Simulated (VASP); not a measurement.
# BN (F-43m) in VASP: notebook

BN is run at these levels: PBE; tasks: single point.

Everything below comes from runs of VASP 6.6.1. Logs are shortened: lines on timing, memory, paths and dates and some standing lists are left out, and cuts for length are marked.

## Step 1: The cell of the first run

The structure is cubic, space group F-43m (No. 216). The conventional cell has a = 3.513 Å, b = 3.513 Å, c = 3.513 Å, α = 90.00°, β = 90.00°, γ = 90.00°. B (site symmetry -43m) has 4 N at 1.52 Å within 2.0 Å. Within 2.0 Å of N (site symmetry -43m) lie 4 B at 1.52 Å.

## Step 2: Single point, PBE (volume scaled by 0.91)

The input, INCAR:

```
SYSTEM = BN
  PREC = Accurate
  ENCUT = 520
  EDIFF = 1E-7
  ISMEAR = 0
  SIGMA = 0.02
  LREAL = .FALSE.
  LASPH = .TRUE.
  NELM = 80
  ALGO = Normal
  ISIF = 2
  LWAVE = .FALSE.
  LCHARG = .FALSE.
  GGA = PE
  NBANDS = 11
```

The input, KPOINTS:

```
regular mesh
0
G
  12 12 12
  0 0 0
```

The input, POSCAR:

```
BN
1.0
    0.0000000000      1.7562601465      1.7562601465
    1.7562601465      0.0000000000      1.7562601465
    1.7562601465      1.7562601465      0.0000000000
B N
1 1
Direct
    0.0000000000      0.0000000000      0.0000000000
    0.7500000000      0.7500000000      0.7500000000
```

Potentials or basis: VASP PAW PBE potentials, release 64 (B, N).

Command:

```sh
$ cat potpaw_PBE.64/B/POTCAR potpaw_PBE.64/N/POTCAR > POTCAR
$ mpirun -np 1 vasp_std > vasp.out
```

OUTCAR:

```text
SYSTEM = BN
   PREC = Accurate
   ENCUT = 520
   EDIFF = 1E-7
   ISMEAR = 0
   LREAL = .FALSE.
   LASPH = .TRUE.
   NELM = 80
   ISIF = 2
   GGA = PE

 ion  position               nearest neighbor table
   1  0.000  0.000  0.000-   2 1.52   2 1.52   2 1.52   2 1.52
   2  0.750  0.750  0.750-   1 1.52   1 1.52   1 1.52   1 1.52

  LATTYP: Found a face centered cubic cell.
 ALAT       =     3.5125202930

  Lattice vectors:

 A1 = (   0.0000000000,   1.7562601465,   1.7562601465)
 A2 = (   1.7562601465,   0.0000000000,   1.7562601465)
 A3 = (   1.7562601465,   1.7562601465,   0.0000000000)

Analysis of symmetry for initial positions (statically):
=====================================================================
 Subroutine PRICEL returns:
 Original cell was already a primitive cell.

 Routine SETGRP: Setting up the symmetry group for a
 face centered cubic supercell.

 Subroutine GETGRP returns: Found 24 space group operations
 (whereof 24 operations were pure point group operations)
 out of a pool of 48 trial point group operations.

The static configuration has the point symmetry T_d .

Analysis of symmetry for dynamics (positions and initial velocities):
=====================================================================
 Subroutine PRICEL returns:
 Original cell was already a primitive cell.

 Routine SETGRP: Setting up the symmetry group for a
 face centered cubic supercell.

 Subroutine GETGRP returns: Found 24 space group operations
 (whereof 24 operations were pure point group operations)
 out of a pool of 48 trial point group operations.

The dynamic configuration has the point symmetry T_d .

 Subroutine INISYM returns: Found 24 space group operations
 (whereof 24 operations are pure point group operations),
 and found     1 'primitive' translations

----------------------------------------------------------------------------------------

                                     Primitive cell

  volume of cell :      10.8342

  direct lattice vectors                    reciprocal lattice vectors
     0.000000000  1.756260147  1.756260147    -0.284695864  0.284695864  0.284695864
     1.756260147  0.000000000  1.756260147     0.284695864 -0.284695864  0.284695864
     1.756260147  1.756260147  0.000000000     0.284695864  0.284695864 -0.284695864

  length of vectors
     2.483726918  2.483726918  2.483726918     0.493107701  0.493107701  0.493107701

  position of ions in fractional coordinates (direct lattice)
     0.000000000  0.000000000  0.000000000
     0.750000000  0.750000000  0.750000000

  ion indices of the primitive-cell ions
   primitive index   ion index
                 1           1
                 2           2

----------------------------------------------------------------------------------------

 KPOINTS: regular mesh

Automatic generation of k-mesh.
 Grid dimensions read from file:
 generate k-points for:   12   12   12

 Generating k-lattice:

  Cartesian coordinates                     Fractional coordinates (reciprocal lattice)
    -0.023724655  0.023724655  0.023724655     0.083333333  0.000000000  0.000000000
     0.023724655 -0.023724655  0.023724655     0.000000000  0.083333333  0.000000000
     0.023724655  0.023724655 -0.023724655     0.000000000  0.000000000  0.083333333

  Length of vectors
     0.041092308  0.041092308  0.041092308

  Shift w.r.t. Gamma in fractional coordinates (k-lattice)
     0.000000000  0.000000000  0.000000000

 Subroutine IBZKPT returns following result:
 ===========================================

 Found     72 irreducible k-points:

 Following reciprocal coordinates:
            Coordinates               Weight
  0.000000  0.000000  0.000000      1.000000
  0.083333  0.000000  0.000000      8.000000
  0.166667  0.000000  0.000000      8.000000
  0.250000  0.000000  0.000000      8.000000
  0.333333  0.000000  0.000000      8.000000
  0.416667  0.000000  0.000000      8.000000
[... 16 lines left out ...]
  0.500000  0.166667  0.000000     24.000000
 -0.416667  0.166667  0.000000     24.000000
 [... further k-points ...]
   k-points           NKPTS =     72   k-points in BZ     NKDIM =     72   number of bands    NBANDS=     11
   number of dos      NEDOS =    301   number of ions     NIONS =      2
   total plane-waves  NPLWV =   5832
   dimension x,y,z NGX =    18 NGY =   18 NGZ =   18
   dimension x,y,z NGXF=    36 NGYF=   36 NGZF=   36
   ions per type =               1   1
   NGX,Y,Z   is equivalent  to a cutoff of  12.05, 12.05, 12.05 a.u.
   NGXF,Y,Z  is equivalent  to a cutoff of  24.10, 24.10, 24.10 a.u.
 SYSTEM =  BN
   PREC   = accura    normal or accurate (medium, high low for compatibility)
   ISTART =      0    job   : 0-new  1-cont  2-samecut
   ICHARG =      2    charge: 1-file 2-atom 10-const
   ISPIN  =      1    spin polarized calculation?
   LNONCOLLINEAR =      F non collinear calculations
   LSORBIT =      F    spin-orbit coupling
   LASPH  =      T    aspherical Exc in radial PAW
   ENCUT  =  520.0 eV  38.22 Ry    6.18 a.u.   4.62  4.62  4.62*2*pi/ulx,y,z
   NELM   =     80;   NELMIN=  2; NELMDL= -5     # of ELM steps
   EDIFF  = 0.1E-06   stopping-criterion for ELM
   LREAL  =      F    real-space projection
   EDIFFG = 0.1E-05   stopping-criterion for IOM
   NSW    =      0    number of steps for IOM
   IBRION =     -1    ionic relax: 0-MD 1-quasi-New 2-CG
   NFREE  =      0    steps in history (QN), initial steepest desc. (CG)
   ISIF   =      2    stress and relaxation
   ISYM   =      2    0-nonsym 1-usesym 2-fastsym
   POTIM  = 0.5000    time-step for ionic-motion
   TEBEG  =    0.0;   TEEND  =   0.0 temperature during run
   PSTRESS=    0.0 pullay stress
   NELECT =       8.0000    total number of electrons
   NUPDOWN=      -1.0000    fix difference up-down
   EMIN   =  10.00;   EMAX   =-10.00  energy-range for DOS
   EFERMI =   0.00;   METHOD = LEGACY
   ISMEAR =     0;   SIGMA  =   0.02  broadening in eV -4-tet -1-fermi 0-gaus
   EFERMI_NEDOS =   21; number of points for ismear=-14 and -15
   IALGO  =     38    algorithm
   IMIX   =      4    mixing-type and parameters
     AMIX     =   0.40;   BMIX     =  1.00
     AMIX_MAG =   1.60;   BMIX_MAG =  1.00
  volume/ion in A,a.u.               =       5.42        36.56
  Fermi-wavevector in a.u.,A,eV,Ry     =   1.479697  2.796221 29.789980  2.189502
  Thomas-Fermi vector in A             =   2.593822
   LORBIT       =      0    0 simple, 1 ext, 2 COOP (PROOUT), +10 PAW based schemes
   GGA     = PE    functional components
   LHFCALC =     F    Hartree Fock is set to
   AEXX    =    0.0000 exact exchange contribution
   IVDW    =     0    specifies the selected vdW correction
   LEPSILON=     F    determine dielectric tensor
   LRPA    =     F    only Hartree local field effects (RPA)
 non-spin polarized calculation
 Gauss-broadening in eV      SIGMA  =   0.02
  energy-cutoff  :      520.00
  volume of cell :       10.83
 maximum number of plane-waves:       303
   NGX =  9   NGY =  9   NGZ =  9

 number of electron       7.9999999 magnetization

 Free energy of the ion-electron system (eV)
  ---------------------------------------------------
  ext. energy  EPLUGINS =         0.00000000
  ---------------------------------------------------
  free energy    TOTEN  =       -17.31720982 eV

  energy without entropy =      -17.31720982  energy(sigma->0) =      -17.31720982

 E-fermi :   8.5981     XC(G=0): -13.2532

 val. band max:        8.5035405142   @ k =   0.0000   0.0000   0.0000
 cond. band min:      13.0491915923   @ k =   0.5000   0.5000   0.0000
 fundamental gap:      4.5456510782
 Fermi energy:         8.5981041004

 k-point     1 :       0.0000    0.0000    0.0000
  band No.  band energies     occupation
      1     -12.7422      2.00000
      2       8.5035      2.00000
      3       8.5035      2.00000
      4       8.5035      2.00000
      5      17.7357      0.00000
      6      17.7357      0.00000
      7      17.7357      0.00000
      8      20.2933      0.00000
      9      34.9168      0.00000
     10      37.3474      0.00000
     11      37.3474      0.00000

 k-point     2 :       0.0833    0.0000    0.0000
  band No.  band energies     occupation
      1     -12.5614      2.00000
      2       7.5355      2.00000
      3       8.3046      2.00000
      4       8.3046      2.00000
      5      18.0376      0.00000
      6      18.0376      0.00000
      7      18.0579      0.00000
      8      20.7994      0.00000
      9      34.4747      0.00000
     10      34.9796      0.00000
     11      34.9796      0.00000

 k-point     3 :       0.1667    0.0000    0.0000
  band No.  band energies     occupation
      1     -12.0244      2.00000
      2       5.3028      2.00000
      3       7.8233      2.00000
      4       7.8233      2.00000
      5      18.5854      0.00000
      6      18.7321      0.00000
      7      18.7321      0.00000
      8      22.0249      0.00000
      9      33.3260      0.00000
     10      33.3260      0.00000
     11      33.6411      0.00000

 k-point     4 :       0.2500    0.0000    0.0000
  band No.  band energies     occupation
      1     -11.1528      2.00000
      2       2.6712      2.00000
      3       7.2713      2.00000
      4       7.2713      2.00000
      5      19.0604      0.00000
      6      19.3757      0.00000
      7      19.3757      0.00000
      8      23.2512      0.00000
      9      32.9337      0.00000
     10      32.9337      0.00000
     11      33.0641      0.00000

 k-point     5 :       0.3333    0.0000    0.0000
  band No.  band energies     occupation
      1     -10.0057      2.00000
      2       0.1052      2.00000
      3       6.8030      2.00000
      4       6.8030      2.00000
      5      19.4551      0.00000
      6      19.6761      0.00000
      7      19.6761      0.00000
      8      24.0785      0.00000
      9      32.9411      0.00000
     10      33.8659      0.00000
     11      33.8659      0.00000
[... 211 lines left out ...]
 k-point    21 :       0.3333    0.1667    0.0000
  band No.  band energies     occupation
      1     -10.1955      2.00000
      2       2.0426      2.00000
      3       5.4697      2.00000
      4       5.8560      2.00000
      5      17.0328      0.00000
      6      21.7914      0.00000
      7      22.0771      0.00000
      8      22.1253      0.00000
      9      29.0134      0.00000
     10      36.6527      0.00000
     11      37.8225      0.00000

 k-point    22 :       0.4167    0.1667    0.0000
  band No.  band energies     occupation
      1      -9.0250      2.00000
      2      -0.2264      2.00000
      3       5.1566      2.00000
      4       5.2742      2.00000
      5      17.4306      0.00000
      6      21.9145      0.00000
      7      22.1314      0.00000
      8      23.2297      0.00000
      9      29.9931      0.00000
     10      36.4348      0.00000
     11      38.2530      0.00000

 k-point    23 :       0.5000    0.1667    0.0000
  band No.  band energies     occupation
      1      -7.9288      2.00000
      2      -1.9530      2.00000
      3       4.5214      2.00000
      4       5.3575      2.00000
      5      17.7697      0.00000
      6      21.8368      0.00000
      7      21.9433      0.00000
      8      24.6381      0.00000
      9      30.3708      0.00000
     10      36.6822      0.00000
     11      37.4574      0.00000

 k-point    24 :      -0.4167    0.1667    0.0000
  band No.  band energies     occupation
      1      -7.7106      2.00000
      2      -2.2617      2.00000
      3       4.0818      2.00000
      4       5.7037      2.00000
      5      18.2375      0.00000
      6      21.4017      0.00000
      7      21.8248      0.00000
      8      25.3462      0.00000
      9      30.6698      0.00000
     10      34.9524      0.00000
     11      36.9832      0.00000

 [... further k-points ...]
[... 5 lines left out ...]
  --------------------------------------------------------------------------------------
  -------------------------------------------------------------------------------------
  Total        2.8524377      2.8524377      2.8524377      0.0000000     -0.0000000     -0.0000000
  in kB      421.8229588    421.8229588    421.8229588      0.0000000     -0.0000000     -0.0000000
  external PRESSURE =     421.8229588 kB  Pullay stress =       0.0000000 kB

 VOLUME and BASIS-vectors are now :
 -----------------------------------------------------------------------------
  energy-cutoff  :      520.00
  volume of cell :       10.83
      direct lattice vectors                 reciprocal lattice vectors
     0.000000000  1.756260147  1.756260147    -0.284695864  0.284695864  0.284695864
     1.756260147  0.000000000  1.756260147     0.284695864 -0.284695864  0.284695864
     1.756260147  1.756260147  0.000000000     0.284695864  0.284695864 -0.284695864

 POSITION                                       TOTAL-FORCE (eV/Angst)
 -----------------------------------------------------------------------------------
      0.00000      0.00000      0.00000        -0.000000      0.000000     -0.000000
      2.63439      2.63439      2.63439         0.000000     -0.000000      0.000000
 -----------------------------------------------------------------------------------
    total drift:                               -0.000000     -0.000000      0.000000

  FREE ENERGIE OF THE ION-ELECTRON SYSTEM (eV)
  ---------------------------------------------------
  free  energy   TOTEN  =       -17.3172098241 eV

  energy  without entropy=      -17.3172098241  energy(sigma->0) =      -17.31720982
```

Wall time 6.9 s (1 thread of Intel Xeon Platinum 8259CL at 2.50GHz (Skylake/Cascade Lake), shared host); peak memory 0.12 GiB.

Results:

```yaml
Free_energy: -17.3172 eV
Pressure: 42.2 GPa
Band_gap_on_the_k_mesh: 4.55 eV, indirect (least direct gap 9.23 eV)
```

 A k mesh can miss the band edges.

## Step 3: Single point, PBE (volume scaled by 0.88)

The input, INCAR:

```
SYSTEM = BN
PREC = Accurate
ENCUT = 520
EDIFF = 1E-6
ISMEAR = 0
SIGMA = 0.02
LREAL = .False.
LASPH = .True.
NELM = 80
ALGO = Normal
ISIF = 2
LWAVE = .False.
LCHARG = .False.
GGA = PE
NBANDS = 11
```

The input, KPOINTS:

```
Automatic mesh
0
Gamma
  12 12 12
  0 0 0
```

The input, POSCAR:

```
BN
1.0
    0.0000000000      1.7367445295      1.7367445295
    1.7367445295      0.0000000000      1.7367445295
    1.7367445295      1.7367445295      0.0000000000
B N
1 1
Direct
    0.0000000000      0.0000000000      0.0000000000
    0.7500000000      0.7500000000      0.7500000000
```

Potentials or basis: VASP PAW PBE potentials, release 64 (B, N).

Command:

```sh
$ cat potpaw_PBE.64/B/POTCAR potpaw_PBE.64/N/POTCAR > POTCAR
$ mpirun -np 1 vasp_std > vasp.out
```

Run time: 6.2 s. Hardware: 1 thread of Intel Xeon Platinum 8259CL at 2.50GHz (Skylake/Cascade Lake), shared host; peak memory 0.11 GiB.

The run converged. Its results:

```yaml
Free_energy: -17.2025 eV
Pressure: 60.6 GPa
Band_gap_on_the_k_mesh: 4.58 eV, indirect (least direct gap 9.39 eV)
```

Levels at points of the mesh, in eV from the valence-band top:
```csv
k point,band 2,band 3,band 4,band 5,band 6,band 7
"(0.00, 0.00, 0.00)",0.00,0.00,0.00,9.39,9.39,9.39
"(0.50, 0.00, 0.00)",-11.84,-2.18,-2.18,11.36,11.36,11.77
"(0.50, 0.50, 0.00)",-9.74,-5.53,-5.53,4.58,9.90,19.84
```

 A k mesh can miss the band edges.
